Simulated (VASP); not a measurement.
Here is a VASP 6.6.1 calculation.

The input INCAR:

```
SYSTEM = Hf
PREC = Accurate ; ENCUT = 600
EDIFF = 1E-6 ; ISMEAR = -1
SIGMA = 0.05 ; LREAL = .FALSE.
LASPH = .TRUE. ; NELM = 60
ALGO = Normal ; ISIF = 3
LWAVE = .FALSE. ; LCHARG = .FALSE.
GGA = PE ; IVDW = 13
IBRION = 2 ; NSW = 80
EDIFFG = -0.01
```

The input KPOINTS:

```
regular mesh
0
G
  9 9 9
  0 0 0
```

POSCAR

```
Hf
1.0
   -1.8050000000      1.8050000000      1.8050000000
    1.8050000000     -1.8050000000      1.8050000000
    1.8050000000      1.8050000000     -1.8050000000
Hf
1
Direct
    0.0000000000      0.0000000000      0.0000000000
```

Potentials or basis: VASP PAW PBE potentials, release 64 (Hf_pv).

The run is started by

```bash
$ cat potpaw_PBE.64/Hf_pv/POTCAR > POTCAR
$ mpirun -np 1 vasp_std > vasp.out
```

**Question.** What does it give for the dispersion energy per atom?

**Answer.** -0.214 eV.

**Question.** Estimate the band gap on the k mesh.

**Answer.** Zero (band 5 reaches 6.27 eV, above the bottom of band 6 at 4.00 eV).

**Question.** What does it give for the space group after relaxing (to 0.05 Å)?

**Answer.** Im-3m (No. 229).

Final structure:
```xyz
1
Lattice="-1.7626 1.7626 1.7626 1.7626 -1.7626 1.7626 1.7626 1.7626 -1.7626" Properties=species:S:1:pos:R:3 pbc="T T T"
Hf    0.0000    0.0000    0.0000
```

Caveat: spin-orbit coupling is left out, which moves the levels of the heavy elements.
